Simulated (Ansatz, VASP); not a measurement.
## Zr7N8: VASP beside Ansatz

```
Zr N
1.0
     0.00000    4.59460   -4.59460
     4.59460    4.59460    0.00000
     4.59460    0.00000   -4.59460
Zr N
7 8
Cartesian
  2.2973 2.2973 -2.2973
  4.5946 6.8919 -4.5946
  2.2973 4.5946 -4.5946
  6.8919 4.5946 -4.5946
  4.5946 2.2973 -4.5946
  6.8919 6.8919 -6.8919
  4.5946 4.5946 -6.8919
  2.2012 4.5946 -2.2973
  0.0000 2.3934 -2.2973
  2.2973 6.8919 -4.5946
  0.0000 4.5946 -4.4985
  4.5946 4.5946 -4.6907
  2.2973 2.2973 -4.5946
  4.5946 6.7958 -6.8919
  2.3934 4.5946 -6.8919
```

Change from the starting cell: Zr vacancy (site b), charge +0, atoms relaxed at the host's cell.

Alike in both runs: functional PBE; k mesh 1 × 1 × 1; occupations gaussian, width 0.1 eV; no spin polarisation.

Ansatz relaxed the structure, and its values are those at the end. VASP's run is a single point on that final structure, the one shown.

```csv
,VASP,Ansatz
version,VASP 6.6.1,Ansatz 0.2.0
potentials or method,"VASP PAW PBE potentials, release 64 (Zr_sv, N), cutoff 520 eV","scalar-relativistic, plane waves, PAW"
valence electrons in the cell,124,124
```

Ansatz gave:

```
rms of the force components (eV/Å) : 0.000
```

Question: Which values does VASP return?

Answer: rms of the force components (eV/Å): 0.004.
